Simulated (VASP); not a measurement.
# Bi (Im-3m) in VASP: a series of runs

Bi is run at these levels: b88 exchange, pbe correlation, HSE06, PBE0; tasks: relaxation of cell and atoms, single point.

All numbers are computed with VASP 6.6.1; they aren't measurements. Logs are shortened: lines on timing, memory, paths and dates and some standing lists are left out, and cuts for length are marked.

### 1 The cell of the first run

The structure is cubic, space group Im-3m (No. 229). Conventional cell: a = 3.963 Å, b = 3.963 Å, c = 3.963 Å, α = 90.00°, β = 90.00°, γ = 90.00°. Bi (site symmetry m-3m) has 14 Bi at 3.43 to 3.96 Å within 4.5 Å.

This isn't the form of Bi at room conditions, which is rhombohedral.

### 2 Relaxation of cell and atoms, b88 exchange, pbe correlation

File INCAR:

```
SYSTEM = Bi
PREC = Accurate ; ENCUT = 500
EDIFF = 1E-7 ; ISMEAR = -1
SIGMA = 0.05 ; LREAL = .FALSE.
LASPH = .TRUE. ; NELM = 120
ALGO = Normal ; ISIF = 3
LWAVE = .FALSE. ; LCHARG = .FALSE.
GGA = LIBXC ; LIBXC1 = GGA_X_B88
LIBXC2 = GGA_C_PBE ; IBRION = 2
NSW = 60 ; EDIFFG = -0.01
GGA_COMPAT = .FALSE. ; NELMIN = 4
```

File KPOINTS:

```
regular mesh
0
G
  9 9 9
  0 0 0
```

File POSCAR:

```
Bi
1.0
   -1.9814305318      1.9814305318      1.9814305318
    1.9814305318     -1.9814305318      1.9814305318
    1.9814305318      1.9814305318     -1.9814305318
Bi
1
Direct
    0.0000000000      0.0000000000      0.0000000000
```

Potentials or basis: VASP PAW PBE potentials, release 64 (Bi_d).

Started as:

```
$ cat potpaw_PBE.64/Bi_d/POTCAR > POTCAR
$ mpirun -np 1 vasp_std > vasp.out
```

OUTCAR:

```text
SYSTEM = Bi
   PREC = Accurate
   ENCUT = 500
   EDIFF = 1E-7
   ISMEAR = -1
   LREAL = .FALSE.
   LASPH = .TRUE.
   NELM = 120
   ISIF = 3
   GGA = LIBXC
   IBRION = 2
   NSW = 60
   EDIFFG = -0.01
   NELMIN = 4

 ion  position               nearest neighbor table
   1  0.000  0.000  0.000-

  LATTYP: Found a body centered cubic cell.
 ALAT       =     3.9628610636

  Lattice vectors:

 A1 = (  -1.9814305318,   1.9814305318,   1.9814305318)
 A2 = (   1.9814305318,  -1.9814305318,   1.9814305318)
 A3 = (   1.9814305318,   1.9814305318,  -1.9814305318)

Analysis of symmetry for initial positions (statically):
=====================================================================
 Subroutine PRICEL returns:
 Original cell was already a primitive cell.

 Routine SETGRP: Setting up the symmetry group for a
 body centered cubic supercell.

 Subroutine GETGRP returns: Found 48 space group operations
 (whereof 48 operations were pure point group operations)
 out of a pool of 48 trial point group operations.

The static configuration has the point symmetry O_h .

Analysis of symmetry for dynamics (positions and initial velocities):
=====================================================================
 Subroutine PRICEL returns:
 Original cell was already a primitive cell.

 Routine SETGRP: Setting up the symmetry group for a
 body centered cubic supercell.

 Subroutine GETGRP returns: Found 48 space group operations
 (whereof 48 operations were pure point group operations)
 out of a pool of 48 trial point group operations.

The dynamic configuration has the point symmetry O_h .

 Subroutine INISYM returns: Found 48 space group operations
 (whereof 48 operations are pure point group operations),
 and found     1 'primitive' translations

----------------------------------------------------------------------------------------

                                     Primitive cell

  volume of cell :      31.1169

  direct lattice vectors                    reciprocal lattice vectors
    -1.981430532  1.981430532  1.981430532     0.000000000  0.252342937  0.252342937
     1.981430532 -1.981430532  1.981430532     0.252342937  0.000000000  0.252342937
     1.981430532  1.981430532 -1.981430532     0.252342937  0.252342937  0.000000000
[... 98 lines left out ...]
   EFERMI_NEDOS =   21; number of points for ismear=-14 and -15
   IALGO  =     38    algorithm
   IMIX   =      4    mixing-type and parameters
     AMIX     =   0.40;   BMIX     =  1.00
     AMIX_MAG =   1.60;   BMIX_MAG =  1.00
  volume/ion in A,a.u.               =      31.12       209.99
  Fermi-wavevector in a.u.,A,eV,Ry     =   1.283630  2.425708 22.418388  1.647705
  Thomas-Fermi vector in A             =   2.415871
   LORBIT       =      0    0 simple, 1 ext, 2 COOP (PROOUT), +10 PAW based schemes
   GGA     = LIBXC    functional components
   LHFCALC =     F    Hartree Fock is set to
   AEXX    =    0.0000 exact exchange contribution
   IVDW    =     0    specifies the selected vdW correction
   LEPSILON=     F    determine dielectric tensor
   LRPA    =     F    only Hartree local field effects (RPA)
 conjugate gradient relaxation of ions
 non-spin polarized calculation
  energy-cutoff  :      500.00
  volume of cell :       31.12
 maximum number of plane-waves:       802
 NGX is ok and might be reduce to    28
   NGX = 13   NGY = 13   NGZ = 13

--------------------------------------- Ionic step        1  -------------------------------------------

 number of electron      14.9999994 magnetization

 Free energy of the ion-electron system (eV)
  ---------------------------------------------------
  ext. energy  EPLUGINS =         0.00000000
  ---------------------------------------------------
  free energy    TOTEN  =        -3.64772183 eV

  energy without entropy =       -3.64365735  energy(sigma->0) =       -3.64568959

------------------------ aborting loop because EDIFF is reached ----------------------------------------

  FORCE on cell =-STRESS in cart. coord.  units (eV):
  Direction    XX          YY          ZZ          XY          YZ          ZX
  --------------------------------------------------------------------------------------
  -------------------------------------------------------------------------------------
  Total        0.1268837      0.1268837      0.1268837      0.0000000      0.0000000      0.0000000
  in kB        6.5331107      6.5331107      6.5331107      0.0000000      0.0000000      0.0000000
  external PRESSURE =       6.5331107 kB  Pullay stress =       0.0000000 kB
[... 57 lines left out ...]
--------------------------------------- Ionic step        3  -------------------------------------------

 number of electron      14.9999997 magnetization

 Free energy of the ion-electron system (eV)
  ---------------------------------------------------
  ext. energy  EPLUGINS =         0.00000000
  ---------------------------------------------------
  free energy    TOTEN  =        -3.64846662 eV

  energy without entropy =       -3.64429331  energy(sigma->0) =       -3.64637996

 E-fermi :   7.7172     XC(G=0): -10.2615

 val. band max:        7.7119521292   @ k =  -0.2222   0.2222   0.1111
 cond. band min:       7.9672961498   @ k =   0.3333   0.2222   0.1111
 fundamental gap:      0.2553440206
 Fermi energy:         7.7171529391

 k-point     1 :       0.0000    0.0000    0.0000
  band No.  band energies     occupation
      1     -15.3042      2.00000
      2     -15.3042      2.00000
      3     -15.3042      2.00000
      4     -15.1807      2.00000
      5     -15.1807      2.00000
      6      -5.7320      2.00000
      7      12.7250      0.00000
      8      12.7250      0.00000
      9      12.7250      0.00000
     10      16.7328      0.00000
     11      18.2320      0.00000
[... 309 lines left out ...]
 k-point    24 :      -0.4444   -0.4444    0.1111
  band No.  band energies     occupation
      1     -15.2936      2.00000
      2     -15.2608      2.00000
      3     -15.2198      2.00000
      4     -15.1847      2.00000
      5     -15.1132      2.00000
      6      -2.3510      2.00000
      7       3.4187      2.00000
      8       6.8861      2.00000
      9      10.3049      0.00000
     10      15.0967      0.00000
     11      16.5513      0.00000

 [... further k-points ...]

------------------------ aborting loop because EDIFF is reached ----------------------------------------

  FORCE on cell =-STRESS in cart. coord.  units (eV):
  Direction    XX          YY          ZZ          XY          YZ          ZX
  --------------------------------------------------------------------------------------
  -------------------------------------------------------------------------------------
  Total       -0.0001290     -0.0001290     -0.0001290      0.0000000      0.0000000      0.0000000
  in kB       -0.0065644     -0.0065644     -0.0065644      0.0000000      0.0000000      0.0000000
  external PRESSURE =      -0.0065644 kB  Pullay stress =       0.0000000 kB
[... 16 lines left out ...]
  FREE ENERGIE OF THE ION-ELECTRON SYSTEM (eV)
  ---------------------------------------------------
  free  energy   TOTEN  =        -3.6484666158 eV

  energy  without entropy=       -3.6442933060  energy(sigma->0) =       -3.64637996

 reached required accuracy - stopping structural energy minimisation
```

OSZICAR:

```text
N       E                     dE             d eps       ncg     rms          rms(c)
DAV:   1     0.102052970556E+03    0.10205E+03   -0.78947E+03   776   0.154E+03
DAV:   2     0.170424641321E+01   -0.10035E+03   -0.98409E+02   791   0.349E+02
DAV:   3    -0.351066289181E+01   -0.52149E+01   -0.50829E+01   888   0.872E+01
[... 24 lines left out ...]
DAV:   4    -0.364845194506E+01   -0.11083E-04   -0.54839E-05   785   0.906E-02    0.106E-02
DAV:   5    -0.364847133037E+01   -0.19385E-04   -0.59493E-05   806   0.768E-02    0.535E-03
DAV:   6    -0.364846699425E+01    0.43361E-05   -0.62947E-06   824   0.324E-02    0.113E-03
DAV:   7    -0.364846658301E+01    0.41124E-06   -0.32630E-07   842   0.408E-03    0.349E-04
DAV:   8    -0.364846661576E+01   -0.32757E-07   -0.55961E-09   409   0.834E-04
   3 F= -.36484666E+01 E0= -.36463800E+01  d E =-.744782E-03
```

CONTCAR:

```text
Bi
   1.00000000000000
    -1.9892668827336333    1.9892668827336333    1.9892668827336333
     1.9892668827336333   -1.9892668827336333    1.9892668827336333
     1.9892668827336333    1.9892668827336333   -1.9892668827336333
  Bi
     1
Direct
     0.0000000000000000    0.0000000000000000    0.0000000000000000

  0.00000000E+00  0.00000000E+00  0.00000000E+00
```

Wall time 29 s (1 thread of AMD EPYC 7R13 (Zen 3), shared host); peak memory 0.13 GiB.

Results:

```
Free energy                           : -3.6485 eV
Relaxed volume                        : 31.49 Å³/atom
Relaxed cell                          : a = 3.446 Å, b = 3.446 Å, c = 3.446 Å, α = 109.47°, β = 109.47°, γ = 109.47°
Space group after relaxing (to 0.1 Å) : Im-3m (No. 229)
Energy gained by relaxing             : 0.7 meV/atom
Ionic steps                           : 3
Pressure after relaxing               : 0.0 GPa
Band gap on the k mesh                : zero (an odd number of electrons rules out a gap without spin polarisation)
```

The path:
```csv
step,energy change (eV),largest force (eV/Å),pressure (GPa),volume (Å³)
1,0.0000,0.0000,0.65,31.12
2,-0.0005,0.0000,-0.34,31.69
3,-0.0007,0.0000,0.00,31.49
```

Final structure:
```
CELL_PARAMETERS angstrom
-1.98927 1.98927 1.98927
1.98927 -1.98927 1.98927
1.98927 1.98927 -1.98927
ATOMIC_POSITIONS crystal
Bi 0.00000 0.00000 0.00000
```

Caveat: the PAW data sets were made with another functional, which shifts forces and pressure a little; spin-orbit coupling is left out, which moves the levels of the heavy elements.

(Part 1 of 2 ends here.)
